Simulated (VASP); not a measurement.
**Ti: electric field gradients with PBEsol**

Ti:

```
Ti
1.0
    -1.60818    1.64100    1.64100
     1.64100   -1.60818    1.64100
     1.64100    1.64100   -1.60818
Ti
1
Direct
  0.00000 0.00000 0.00000
```

This cell differs from its parent crystal: equal xy, yz and zx shear strains of +2 %.

```json
{
 "Program": "VASP 6.6.1",
 "Task": "electric field gradients",
 "Functional": "PBEsol",
 "Potentials or basis": "VASP PAW PBE potentials, release 64 (Ti_sv)",
 "Cutoff": "400 eV",
 "k mesh": "17 × 17 × 17",
 "Occupations": "fermi-dirac, width 0.08 eV",
 "Spin": "no spin polarisation",
 "Dipole correction": "no",
 "Further INCAR settings": "ALGO = Normal; EDIFF = 1e-08; NBANDS = 12"
}
```

```
Pressure               : -7.3 GPa
Band gap on the k mesh : zero (band 6 reaches 8.68 eV, above the bottom of band 7 at 7.18 eV)
```

Stress tensor (GPa, compression positive):
```
-7.28 -0.82 -0.82
-0.82 -7.28 -0.82
-0.82 -0.82 -7.28
```

Levels at points of the mesh, in eV from the Fermi level:
| k point | band 3 | band 4 | band 5 | band 6 | band 7 | band 8 | band 9 | band 10 |
| --- | --- | --- | --- | --- | --- | --- | --- | --- |
| (0.00, 0.00, 0.00) | -32.29 | -32.29 | -5.89 | 0.86 | 0.86 | 1.16 | 2.72 | 2.72 |

Electric field gradients, principal values (V/Å²):
```csv
atom,least,middle,greatest (by size)
1 Ti,3.971,3.971,-7.941
```

Wall time 40 s on 1 thread of Intel Xeon 6975P-C, on a shared host, peak memory 0.18 GiB.

Caveat: the cell differs from its parent crystal (equal xy, yz and zx shear strains of +2 %); without QUAD_EFG the Cq values of the log hold for a quadrupole moment of 1 mb, not for the nuclei; the PAW data sets were made with another functional, which shifts forces and pressure a little.
